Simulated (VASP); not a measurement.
# Sb in VASP: notebook, part 2 of 3

VASP 6.6.1. Earlier steps stand in the parts before.

## Step 3: Electric field gradients, PBE (volume scaled by 0.94)

File INCAR:

```
SYSTEM = Sb
PREC = Accurate
ENCUT = 520
EDIFF = 1E-8
ISMEAR = -1
SIGMA = 0.05
LREAL = .FALSE.
LASPH = .TRUE.
NELM = 60
ALGO = Normal
ISIF = 2
LWAVE = .FALSE.
LCHARG = .FALSE.
GGA = PE
LEFG = .TRUE.
NBANDS = 12
```

File KPOINTS:

```
Automatic mesh
0
G
  9 9 9
  0 0 0
```

File POSCAR:

```
Sb
1.0
    2.1066982106      1.2163027790      3.6675703910
   -2.1066982106      1.2163027790      3.6675703910
    0.0000000000     -2.4326055579      3.6675703910
Sb
2
Direct
    0.2336400000      0.2336400000      0.2336400000
    0.7663600000      0.7663600000      0.7663600000
```

Potentials or basis: VASP PAW PBE potentials, release 64 (Sb).

The run is started by

```console
> cat potpaw_PBE.64/Sb/POTCAR > POTCAR
> mpirun -np 1 vasp_std > vasp.out
```

OUTCAR:

```text
SYSTEM = Sb
   PREC = Accurate
   ENCUT = 520
   EDIFF = 1E-8
   ISMEAR = -1
   LREAL = .FALSE.
   LASPH = .TRUE.
   NELM = 60
   ISIF = 2
   GGA = PE

 ion  position               nearest neighbor table
   1  0.234  0.234  0.234-   2 2.84   2 2.84   2 2.84   2 3.28   2 3.28   2 3.28
   2  0.766  0.766  0.766-   1 2.84   1 2.84   1 2.84   1 3.28   1 3.28   1 3.28

  LATTYP: Found a trigonal (rhomboedric) cell.
 ALAT       =     4.4009819783
 COS(alpha) =     0.5417151843

  Lattice vectors:

 A1 = (   2.1066982106,   1.2163027790,   3.6675703910)
 A2 = (  -2.1066982106,   1.2163027790,   3.6675703910)
 A3 = (   0.0000000000,  -2.4326055579,   3.6675703910)

Analysis of symmetry for initial positions (statically):
=====================================================================
 Subroutine PRICEL returns:
 Original cell was already a primitive cell.

 Routine SETGRP: Setting up the symmetry group for a
 trigonal (rhombohedral) supercell.

 Subroutine GETGRP returns: Found 12 space group operations
 (whereof 12 operations were pure point group operations)
 out of a pool of 12 trial point group operations.

The static configuration has the point symmetry D_3d.

Analysis of symmetry for dynamics (positions and initial velocities):
=====================================================================
 Subroutine PRICEL returns:
 Original cell was already a primitive cell.

 Routine SETGRP: Setting up the symmetry group for a
 trigonal (rhombohedral) supercell.

 Subroutine GETGRP returns: Found 12 space group operations
 (whereof 12 operations were pure point group operations)
[... 506 lines left out ...]
      3       2.5415      2.00000
      4       4.1695      2.00000
      5       4.2447      2.00000
      6       9.5123      0.00000
      7      13.4106      0.00000
      8      13.9449      0.00000
      9      15.2599      0.00000
     10      16.8824      0.00000
     11      18.1128      0.00000
     12      19.0735      0.00000

 [... further k-points ...]

------------------------ aborting loop because EDIFF is reached ----------------------------------------

  FORCE on cell =-STRESS in cart. coord.  units (eV):
  Direction    XX          YY          ZZ          XY          YZ          ZX
  --------------------------------------------------------------------------------------
  -------------------------------------------------------------------------------------
  Total        2.8893309      2.8893309      2.4249546      0.0000000      0.0000000      0.0000000
  in kB       82.0982948     82.0982948     68.9033688      0.0000000      0.0000000      0.0000000
  external PRESSURE =      77.6999862 kB  Pullay stress =       0.0000000 kB

 VOLUME and BASIS-vectors are now :
 -----------------------------------------------------------------------------
  energy-cutoff  :      520.00
  volume of cell :       56.39
      direct lattice vectors                 reciprocal lattice vectors
     2.106698211  1.216302779  3.667570391     0.237338218  0.137027284  0.090886690
    -2.106698211  1.216302779  3.667570391    -0.237338218  0.137027284  0.090886690
     0.000000000 -2.432605558  3.667570391     0.000000000 -0.274054569  0.090886690

 POSITION                                       TOTAL-FORCE (eV/Angst)
 -----------------------------------------------------------------------------------
      0.00000      0.00000      2.57067         0.000000      0.000000      0.623739
      0.00000      0.00000      8.43204         0.000000     -0.000000     -0.623739
 -----------------------------------------------------------------------------------
    total drift:                                0.000000     -0.000000      0.000000

  FREE ENERGIE OF THE ION-ELECTRON SYSTEM (eV)
  ---------------------------------------------------
  free  energy   TOTEN  =        -8.1286942025 eV

  energy  without entropy=       -8.1261735702  energy(sigma->0) =       -8.12743389

 Electric field gradients (V/A^2)
---------------------------------------------------------------------
 ion       V_xx      V_yy      V_zz      V_xy      V_xz      V_yz
---------------------------------------------------------------------
   1      22.479    22.479   -44.957     0.000    -0.000    -0.000
   2      22.479    22.479   -44.957     0.000    -0.000    -0.000
---------------------------------------------------------------------

 Electric field gradients after diagonalization (V/A^2)
 (convention: |V_zz| > |V_xx| > |V_yy|)
----------------------------------------------------------------------
 ion       V_xx      V_yy      V_zz     asymmetry (V_yy - V_xx)/ V_zz
----------------------------------------------------------------------
   1      22.479    22.479   -44.957       0.000
   2      22.479    22.479   -44.957       0.000
----------------------------------------------------------------------

           NMR quadrupolar parameters

 Cq : quadrupolar parameter    Cq=e*Q*V_zz/h
 eta: asymmetry parameters     (V_yy - V_xx)/ V_zz
 Q  : nuclear electric quadrupole moment in mb (millibarn)
----------------------------------------------------------------------
 ion       Cq(MHz)       eta       Q (mb)
----------------------------------------------------------------------
   1      -0.109       0.000       1.000
   2      -0.109       0.000       1.000
----------------------------------------------------------------------
```

stdout:

```text
POSCAR found type information on POSCAR Sb
 POSCAR found :  1 types and       2 ions
 scaLAPACK will be used
 LDA part: xc-table for (Slater+PW92), standard interpolation
 POSCAR, INCAR and KPOINTS ok, starting setup
 FFT: planning ... GRIDC
 FFT: planning ... GRID_SOFT
 FFT: planning ... GRID
 WAVECAR not read
 entering main loop
ion   1

ion   2
```

Wall time 41 s (1 thread of AMD EPYC 9R45 (Zen 5), shared host); peak memory 0.19 GiB.

Results:

- Free energy: -8.1287 eV
- Pressure: 7.8 GPa
- Largest force: 0.624 eV/Å
- Band gap on the k mesh: zero (band 5 reaches 8.28 eV, above the bottom of band 6 at 8.19 eV)

Forces on the atoms (eV/Å):
```
Sb   0.000  0.000  0.624
Sb   0.000  0.000 -0.624
```

Stress tensor (GPa, compression positive):
```
8.21 0.00 0.00
0.00 8.21 0.00
0.00 0.00 6.89
```

Electric field gradients, principal values (V/Å²):
| atom | least | middle | greatest (by size) |
| --- | --- | --- | --- |
| 1 Sb | 22.479 | 22.479 | -44.957 |
| 2 Sb | 22.479 | 22.479 | -44.957 |

Caveat: without QUAD_EFG the Cq values of the log hold for a quadrupole moment of 1 mb, not for the nuclei; spin-orbit coupling is left out, which moves the levels of the heavy elements.

## Step 4: Electric field gradients, PBE (volume scaled by 0.95)

File INCAR:

```
PREC = Accurate
ENCUT = 520
EDIFF = 1E-8
ISMEAR = -1
SIGMA = 0.05
LREAL = F
LASPH = T
NELM = 60
ALGO = Normal
ISIF = 2
LWAVE = F
LCHARG = F
GGA = PE
LEFG = T
NBANDS = 12
```

File KPOINTS:

```
regular mesh
0
Gamma
  9 9 9
```

File POSCAR:

```
Sb
1.0
    2.1141424358      1.2206007044      3.6805301114
   -2.1141424358      1.2206007044      3.6805301114
    0.0000000000     -2.4412014087      3.6805301114
Sb
2
Direct
    0.2336400000      0.2336400000      0.2336400000
    0.7663600000      0.7663600000      0.7663600000
```

Potentials or basis: VASP PAW PBE potentials, release 64 (Sb).

The run is started by

```console
> cat potpaw_PBE.64/Sb/POTCAR > POTCAR
> mpirun -np 1 vasp_std > vasp.out
```

OUTCAR:

```text
PREC = Accurate
   ENCUT = 520
   EDIFF = 1E-8
   ISMEAR = -1
   LREAL = F
   LASPH = T
   NELM = 60
   ISIF = 2
   GGA = PE

 ion  position               nearest neighbor table
   1  0.234  0.234  0.234-   2 2.85   2 2.85   2 2.85   2 3.29   2 3.29   2 3.29
   2  0.766  0.766  0.766-   1 2.85   1 2.85   1 2.85   1 3.29   1 3.29   1 3.29

  LATTYP: Found a trigonal (rhomboedric) cell.
 ALAT       =     4.4165332807
 COS(alpha) =     0.5417151843

  Lattice vectors:

 A1 = (   2.1141424358,   1.2206007044,   3.6805301114)
[... 574 lines left out ...]
  free  energy   TOTEN  =        -8.1561566465 eV

  energy  without entropy=       -8.1537482291  energy(sigma->0) =       -8.15495244

 Electric field gradients (V/A^2)
---------------------------------------------------------------------
 ion       V_xx      V_yy      V_zz      V_xy      V_xz      V_yz
---------------------------------------------------------------------
   1      22.728    22.728   -45.456    -0.000    -0.000    -0.000
   2      22.728    22.728   -45.456    -0.000     0.000    -0.000
---------------------------------------------------------------------

 Electric field gradients after diagonalization (V/A^2)
 (convention: |V_zz| > |V_xx| > |V_yy|)
----------------------------------------------------------------------
 ion       V_xx      V_yy      V_zz     asymmetry (V_yy - V_xx)/ V_zz
----------------------------------------------------------------------
   1      22.728    22.728   -45.456       0.000
   2      22.728    22.728   -45.456       0.000
----------------------------------------------------------------------

           NMR quadrupolar parameters

 Cq : quadrupolar parameter    Cq=e*Q*V_zz/h
 eta: asymmetry parameters     (V_yy - V_xx)/ V_zz
 Q  : nuclear electric quadrupole moment in mb (millibarn)
----------------------------------------------------------------------
 ion       Cq(MHz)       eta       Q (mb)
----------------------------------------------------------------------
   1      -0.110       0.000       1.000
   2      -0.110       0.000       1.000
----------------------------------------------------------------------
```

OSZICAR:

```text
N       E                     dE             d eps       ncg     rms          rms(c)
DAV:   1     0.359266429657E+02    0.35927E+02   -0.35688E+03  2040   0.658E+02
DAV:   2    -0.619624430625E+01   -0.42123E+02   -0.40556E+02  2768   0.108E+02
DAV:   3    -0.814604783768E+01   -0.19498E+01   -0.19377E+01  2520   0.260E+01
DAV:   4    -0.816205126442E+01   -0.16003E-01   -0.16002E-01  2352   0.285E+00
DAV:   5    -0.816223800151E+01   -0.18674E-03   -0.18674E-03  2524   0.336E-01    0.332E+00
DAV:   6    -0.815783560867E+01    0.44024E-02   -0.33163E-03  2372   0.356E-01    0.203E+00
DAV:   7    -0.815603322755E+01    0.18024E-02   -0.76817E-03  2348   0.542E-01    0.667E-02
DAV:   8    -0.815612825492E+01   -0.95027E-04   -0.25012E-04  2452   0.970E-02    0.255E-02
DAV:   9    -0.815615524071E+01   -0.26986E-04   -0.42151E-05  2444   0.381E-02    0.728E-03
DAV:  10    -0.815615627372E+01   -0.10330E-05   -0.41919E-06  2452   0.113E-02    0.160E-03
DAV:  11    -0.815615639723E+01   -0.12351E-06   -0.48565E-07  2420   0.418E-03    0.779E-04
DAV:  12    -0.815615659743E+01   -0.20021E-06   -0.38701E-08  2516   0.106E-03    0.205E-04
DAV:  13    -0.815615665556E+01   -0.58121E-07   -0.55568E-09  1644   0.467E-04    0.108E-04
DAV:  14    -0.815615664649E+01    0.90627E-08   -0.61945E-10  1288   0.170E-04
   1 F= -.81561566E+01 E0= -.81549524E+01  d E =-.240842E-02
```

stdout:

```text
POSCAR found type information on POSCAR Sb
 POSCAR found :  1 types and       2 ions
 scaLAPACK will be used
 LDA part: xc-table for (Slater+PW92), standard interpolation
 POSCAR, INCAR and KPOINTS ok, starting setup
 FFT: planning ... GRIDC
 FFT: planning ... GRID_SOFT
 FFT: planning ... GRID
 WAVECAR not read
 entering main loop
ion   1

ion   2
```

Run time: 47 s. Hardware: 1 thread of AMD EPYC 9R45 (Zen 5), shared host; peak memory 0.19 GiB.

What came out:

```yaml
Free_energy: -8.1562 eV
Pressure: 6.9 GPa
Largest_force: 0.553 eV/Å
Band_gap_on_the_k_mesh: zero (band 5 reaches 8.11 eV, above the bottom of band 6 at 8.05 eV)
```

Forces on the atoms (eV/Å):
```
Sb   0.000  0.000  0.553
Sb   0.000  0.000 -0.553
```

Electric field gradients, principal values (V/Å²):
```
atom   least  middle  greatest (by size)
1 Sb  22.728  22.728             -45.456
2 Sb  22.728  22.728             -45.456
```

Caveat: without QUAD_EFG the Cq values of the log hold for a quadrupole moment of 1 mb, not for the nuclei; spin-orbit coupling is left out, which moves the levels of the heavy elements.

(Part 2 of 3 ends here.)
